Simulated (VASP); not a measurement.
# C (R-3m) in VASP: single point with LDA

Aim: the single point of C with LDA.

Everything below comes from runs of VASP 6.6.1. Logs are shortened: lines on timing, memory, paths and dates and some standing lists are left out, and cuts for length are marked.

### 1 The cell of the first run

Symmetry: R-3m, No. 166, trigonal system. The conventional cell has a = 2.584 Å, b = 2.584 Å, c = 5.886 Å, α = 90.00°, β = 90.00°, γ = 120.00°. C (site symmetry 3m) has 4 C at 1.47 to 1.57 Å within 2.0 Å.

### 2 Single point, LDA

INCAR reads:

```
SYSTEM = C
PREC = Accurate
ENCUT = 1300
EDIFF = 1E-6
ISMEAR = 0
SIGMA = 0.05
LREAL = .False.
LASPH = .True.
NELM = 120
ALGO = Normal
ISIF = 2
LWAVE = .False.
LCHARG = .False.
NBANDS = 11
GGA_COMPAT = .False.
```

KPOINTS reads:

```
regular mesh
0
Gamma
  12 12 12
  0 0 0
```

POSCAR reads:

```
C
1.0
   -0.0852631213      1.7418037633      1.7418037633
    1.7418037633     -0.0852631213      1.7418037633
    1.7418037633      1.7418037633     -0.0852631213
C
2
Direct
    0.5000000000      0.5000000000      0.5000000000
    0.7500000000      0.7500000000      0.7500000000
```

Potentials or basis: VASP PAW LDA potentials, release 64 (C_h).

The run is started by

```console
$ cat potpaw_LDA.64/C_h/POTCAR > POTCAR
$ mpirun -np 1 vasp_std > vasp.out
```

OUTCAR:

```text
SYSTEM = C
   PREC = Accurate
   ENCUT = 1300
   EDIFF = 1E-6
   ISMEAR = 0
   LREAL = .False.
   LASPH = .True.
   NELM = 120
   ISIF = 2

 ion  position               nearest neighbor table
   1  0.500  0.500  0.500-   2 1.47
   2  0.750  0.750  0.750-   1 1.47

  LATTYP: Found a trigonal (rhomboedric) cell.
 ALAT       =     2.4647576959
 COS(alpha) =     0.4505091948

  Lattice vectors:

 A1 = (  -0.0852631213,   1.7418037633,   1.7418037633)
 A2 = (   1.7418037633,  -0.0852631213,   1.7418037633)
 A3 = (   1.7418037633,   1.7418037633,  -0.0852631213)

Analysis of symmetry for initial positions (statically):
=====================================================================
 Subroutine PRICEL returns:
 Original cell was already a primitive cell.

 Routine SETGRP: Setting up the symmetry group for a
 trigonal (rhombohedral) supercell.

 Subroutine GETGRP returns: Found 12 space group operations
 (whereof  6 operations were pure point group operations)
 out of a pool of 12 trial point group operations.

The static configuration has the point symmetry C_3v.
 The point group associated with its full space group is D_3d.

Analysis of symmetry for dynamics (positions and initial velocities):
=====================================================================
 Subroutine PRICEL returns:
 Original cell was already a primitive cell.

 Routine SETGRP: Setting up the symmetry group for a
 trigonal (rhombohedral) supercell.

 Subroutine GETGRP returns: Found 12 space group operations
 (whereof  6 operations were pure point group operations)
 out of a pool of 12 trial point group operations.

The dynamic configuration has the point symmetry C_3v.
 The point group associated with its full space group is D_3d.

 Subroutine INISYM returns: Found 12 space group operations
 (whereof  6 operations are pure point group operations),
 and found     1 'primitive' translations

----------------------------------------------------------------------------------------

                                     Primitive cell

  volume of cell :      11.3443

  direct lattice vectors                    reciprocal lattice vectors
    -0.085263121  1.741803763  1.741803763    -0.266796580  0.280528757  0.280528757
     1.741803763 -0.085263121  1.741803763     0.280528757 -0.266796580  0.280528757
     1.741803763  1.741803763 -0.085263121     0.280528757  0.280528757 -0.266796580
[... 90 lines left out ...]
   ISIF   =      2    stress and relaxation
   ISYM   =      2    0-nonsym 1-usesym 2-fastsym
   POTIM  = 0.5000    time-step for ionic-motion
   TEBEG  =    0.0;   TEEND  =   0.0 temperature during run
   PSTRESS=    0.0 pullay stress
   NELECT =       8.0000    total number of electrons
   NUPDOWN=      -1.0000    fix difference up-down
   EMIN   =  10.00;   EMAX   =-10.00  energy-range for DOS
   EFERMI =   0.00;   METHOD = LEGACY
   ISMEAR =     0;   SIGMA  =   0.05  broadening in eV -4-tet -1-fermi 0-gaus
   EFERMI_NEDOS =   21; number of points for ismear=-14 and -15
   IALGO  =     38    algorithm
   IMIX   =      4    mixing-type and parameters
     AMIX     =   0.40;   BMIX     =  1.00
     AMIX_MAG =   1.60;   BMIX_MAG =  1.00
  volume/ion in A,a.u.               =       5.67        38.28
  Fermi-wavevector in a.u.,A,eV,Ry     =   1.457178  2.753668 28.890189  2.123369
  Thomas-Fermi vector in A             =   2.574010
   LORBIT       =      0    0 simple, 1 ext, 2 COOP (PROOUT), +10 PAW based schemes
   GGA     = CA    functional components
   LHFCALC =     F    Hartree Fock is set to
   AEXX    =    0.0000 exact exchange contribution
   IVDW    =     0    specifies the selected vdW correction
   LEPSILON=     F    determine dielectric tensor
   LRPA    =     F    only Hartree local field effects (RPA)
 non-spin polarized calculation
 Gauss-broadening in eV      SIGMA  =   0.05
  energy-cutoff  :     1300.00
  volume of cell :       11.34
 maximum number of plane-waves:      1224
 NGX is ok and might be reduce to    30
   NGX = 15   NGY = 15   NGZ = 15

 number of electron       8.0000000 magnetization

 Free energy of the ion-electron system (eV)
  ---------------------------------------------------
  ext. energy  EPLUGINS =         0.00000000
  ---------------------------------------------------
  free energy    TOTEN  =       -20.11251605 eV

  energy without entropy =      -20.11251605  energy(sigma->0) =      -20.11251605

 E-fermi :  11.1210     XC(G=0): -13.6474

 val. band max:       10.9035061633   @ k =   0.0000   0.0000   0.0000
 cond. band min:      14.6325509812   @ k =   0.5000   0.5000   0.0000
 fundamental gap:      3.7290448179
 Fermi energy:        11.1210497185

 k-point     1 :       0.0000    0.0000    0.0000
  band No.  band energies     occupation
      1     -10.4764      2.00000
      2      10.7272      2.00000
      3      10.9035      2.00000
      4      10.9035      2.00000
      5      15.6742      0.00000
      6      15.6742      0.00000
      7      17.4708      0.00000
      8      24.9904      0.00000
      9      29.9747      0.00000
     10      37.5918      0.00000
     11      37.5923      0.00000
[... 309 lines left out ...]
 k-point    24 :      -0.4167    0.1667   -0.0000
  band No.  band energies     occupation
      1      -4.6180      2.00000
      2      -1.5890      2.00000
      3       5.5449      2.00000
      4       7.5850      2.00000
      5      18.7207      0.00000
      6      20.9352      0.00000
      7      22.8285      0.00000
      8      25.7076      0.00000
      9      29.7580      0.00000
     10      34.7296      0.00000
     11      35.5586      0.00000

 [... further k-points ...]

------------------------ aborting loop because EDIFF is reached ----------------------------------------

  FORCE on cell =-STRESS in cart. coord.  units (eV):
  Direction    XX          YY          ZZ          XY          YZ          ZX
  --------------------------------------------------------------------------------------
  -------------------------------------------------------------------------------------
  Total       -0.6504579     -0.6504579     -0.6504579      2.0101593      2.0101593      2.0101593
  in kB      -91.8657206    -91.8657206    -91.8657206    283.8995910    283.8995910    283.8995910
  external PRESSURE =     -91.8657206 kB  Pullay stress =       0.0000000 kB

 VOLUME and BASIS-vectors are now :
 -----------------------------------------------------------------------------
  energy-cutoff  :     1300.00
  volume of cell :       11.34
      direct lattice vectors                 reciprocal lattice vectors
    -0.085263121  1.741803763  1.741803763    -0.266796580  0.280528757  0.280528757
     1.741803763 -0.085263121  1.741803763     0.280528757 -0.266796580  0.280528757
     1.741803763  1.741803763 -0.085263121     0.280528757  0.280528757 -0.266796580

 POSITION                                       TOTAL-FORCE (eV/Angst)
 -----------------------------------------------------------------------------------
      1.69917      1.69917      1.69917        -0.316373     -0.316373     -0.316373
      2.54876      2.54876      2.54876         0.316373      0.316373      0.316373
 -----------------------------------------------------------------------------------
    total drift:                                0.000000     -0.000000     -0.000000

  FREE ENERGIE OF THE ION-ELECTRON SYSTEM (eV)
  ---------------------------------------------------
  free  energy   TOTEN  =       -20.1125160494 eV

  energy  without entropy=      -20.1125160494  energy(sigma->0) =      -20.11251605
```

OSZICAR:

```text
N       E                     dE             d eps       ncg     rms          rms(c)
DAV:   1     0.183746880820E+02    0.18375E+02   -0.81387E+03  4174   0.146E+03
DAV:   2    -0.195471688206E+02   -0.37922E+02   -0.36031E+02  5771   0.200E+02
DAV:   3    -0.209014086917E+02   -0.13542E+01   -0.13498E+01  5083   0.309E+01
DAV:   4    -0.209054376318E+02   -0.40289E-02   -0.40287E-02  4494   0.192E+00
DAV:   5    -0.209054427427E+02   -0.51109E-05   -0.51109E-05  4832   0.728E-02    0.498E+00
DAV:   6    -0.203190708301E+02    0.58637E+00   -0.31617E-01  4417   0.399E+00    0.267E+00
DAV:   7    -0.201125897111E+02    0.20648E+00   -0.38207E-01  4715   0.436E+00    0.361E-01
DAV:   8    -0.201125457826E+02    0.43929E-04   -0.10450E-02  4477   0.971E-01    0.385E-02
DAV:   9    -0.201125157627E+02    0.30020E-04   -0.95497E-05  4768   0.842E-02    0.163E-02
DAV:  10    -0.201125160494E+02   -0.28668E-06   -0.69458E-06  4670   0.235E-02
   1 F= -.20112516E+02 E0= -.20112516E+02  d E =-.196179E-12
```

It took 35 s on 1 thread of Intel Xeon 6975P-C (Granite Rapids), shared host; peak memory 0.19 GiB.

Results:

* Free energy: -20.1125 eV
* Pressure: -9.2 GPa
* Largest force: 0.548 eV/Å
* Band gap on the k mesh: 3.73 eV (least direct gap 4.77 eV)

Forces on the atoms (eV/Å):
```
C   -0.316 -0.316 -0.316
C    0.316  0.316  0.316
```

Caveat: the cell stands under tension.
